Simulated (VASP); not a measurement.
Input of a VASP 6.6.1 run:

INCAR

```
  PREC = Accurate
  ENCUT = 520
  EDIFF = 1E-6
  ISMEAR = 0
  SIGMA = 0.15
  LREAL = Auto
  LASPH = True
  NELM = 100
  ALGO = Normal
  ISIF = 2
  LWAVE = False
  LCHARG = False
  GGA = PS
  NBANDS = 93
```

File KPOINTS:

```
regular mesh
0
Gamma
  4 4 1
```

POSCAR

```
W9C8
1.0
    5.7996800000      0.0000000000      0.0000000000
   -2.8998400000      5.0226700000      0.0000000000
    0.0000000000      0.0000000000     15.2562950000
W C
9 8
Direct
    0.0000000000      0.0000000000      0.0655467137
   -0.0020705300      0.0056874133      0.2516639197
    0.0000000000      0.5000000000      0.0655467137
   -0.0037365480      0.5046182608      0.2416541500
    0.5000000000      0.0000000000      0.0655467137
    0.4940563564      0.0050546821      0.2519652380
    0.5000000000      0.5000000000      0.0655467137
    0.4949138859      0.5039488957      0.2524622131
    0.9795745931      0.4945256208      0.4071850341
    0.3315968223      0.1693477772      0.1544904579
    0.3293468968      0.1755488615      0.3273390427
    0.3342788164      0.6703946307      0.1522397148
    0.3094983070      0.6659557566      0.3381078434
    0.8299901715      0.1659499828      0.1521115054
    0.8340671238      0.1829150631      0.3361771649
    0.8299875902      0.6707492230      0.1518272294
    0.8376690282      0.6693860039      0.3364214575
```

Potentials or basis: VASP PAW PBE potentials, release 64 (W_sv, C).

Run with:

```sh
$ cat potpaw_PBE.64/W_sv/POTCAR potpaw_PBE.64/C/POTCAR > POTCAR
$ mpirun -np 1 vasp_std > vasp.out
```

**Question.** What does it give for the largest force?

**Answer.** 0.932 eV/Å.

**Question.** Estimate the band gap on the k mesh.

**Answer.** Zero (bands 79 and 80 overlap by 0.54 eV).

Forces on the atoms (eV/Å):
```
W   -0.219  0.115  0.194
W    0.026 -0.080 -0.001
W   -0.123  0.091 -0.919
W   -0.023 -0.117 -0.015
W   -0.113  0.086  0.238
W    0.032 -0.091  0.032
W   -0.187  0.180  0.310
W    0.027 -0.050 -0.057
W    0.542  0.736  0.172
C    0.047 -0.028 -0.060
C    0.030 -0.168  0.083
C    0.005 -0.023 -0.009
C    0.002 -0.210  0.156
C    0.014  0.005 -0.024
C   -0.021 -0.220 -0.129
C    0.017 -0.025 -0.024
C   -0.056 -0.202  0.054
```

Caveat: the PAW data sets were made with another functional, which shifts forces and pressure a little; spin-orbit coupling is left out, which moves the levels of the heavy elements.
